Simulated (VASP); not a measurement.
Write the native input for VASP 6.6.1 that does the following.

* Task: single point
* Functional: PBEsol-based global hybrid with 25 % exact exchange
* Potentials or basis: VASP PAW PBE potentials, release 64 (W_sv, S)
* Cutoff: 520 eV
* k mesh: 4 × 4 × 4
* Occupations: fermi-dirac, width 0.05 eV
* Spin: no spin polarisation
* Dipole correction: no
* Grid for exact exchange (PRECFOCK): Normal
* Share of exact exchange: 0.25
* Further INCAR settings: ALGO = Normal; EDIFF = 1e-06; NBANDS = 17

The system is WS.

```xyz
2
Lattice="2.9554 0.0000 0.0000 0.0000 2.9554 0.0000 0.0000 0.0000 2.9554" Properties=species:S:1:pos:R:3 pbc="T T T"
W     1.4777    1.4777    1.4777
S     0.0000    0.0000    0.0000
```

These files were run (other wordings do the same):

POSCAR

```
WS
1.0
    2.9553975650      0.0000000000      0.0000000000
    0.0000000000      2.9553975650      0.0000000000
    0.0000000000      0.0000000000      2.9553975650
W S
1 1
Direct
    0.5000000000      0.5000000000      0.5000000000
    0.0000000000      0.0000000000      0.0000000000
```

INCAR.step1

```
PREC = Accurate
ENCUT = 520
EDIFF = 1E-5
ISMEAR = -1
SIGMA = 0.05
LREAL = F
LASPH = T
NELM = 100
ALGO = Normal
ISIF = 2
LWAVE = T
GGA = PE
NBANDS = 17
```

INCAR.step2

```
PREC = Accurate
ENCUT = 520
EDIFF = 1E-6
ISMEAR = -1
SIGMA = 0.05
LREAL = F
LASPH = T
NELM = 100
ALGO = Normal
ISIF = 2
LWAVE = F
LCHARG = T
GGA = PS
LHFCALC = T
AEXX = 0.25
PRECFOCK = Normal
LELF = T
LVHAR = T
ISTART = 1
NBANDS = 17
```

KPOINTS

```
regular mesh
0
Gamma
  4 4 4
```

Potentials or basis: VASP PAW PBE potentials, release 64 (W_sv, S).

The run is started by

```bash
$ cat potpaw_PBE.64/W_sv/POTCAR potpaw_PBE.64/S/POTCAR > POTCAR
$ cp INCAR.step1 INCAR
$ mpirun -np 1 vasp_std > vasp.out
$ cp INCAR.step2 INCAR
$ mpirun -np 1 vasp_std > vasp.out
```

Results of the run:

| Property | Result |
| --- | --- |
| Pressure | -0.5 GPa |
| Band gap on the k mesh | zero (bands 10 and 11 overlap by 4.93 eV) |

Caveat: the k points lie up to 0.53 Å⁻¹ apart, too coarse for converged energies and pressures of a metal; the PAW data sets were made with another functional, which shifts forces and pressure a little; spin-orbit coupling is left out, which moves the levels of the heavy elements.

It used 570 s of CPU time on 1 thread of AMD EPYC 7R13 Processor (Zen 3) (shared host).
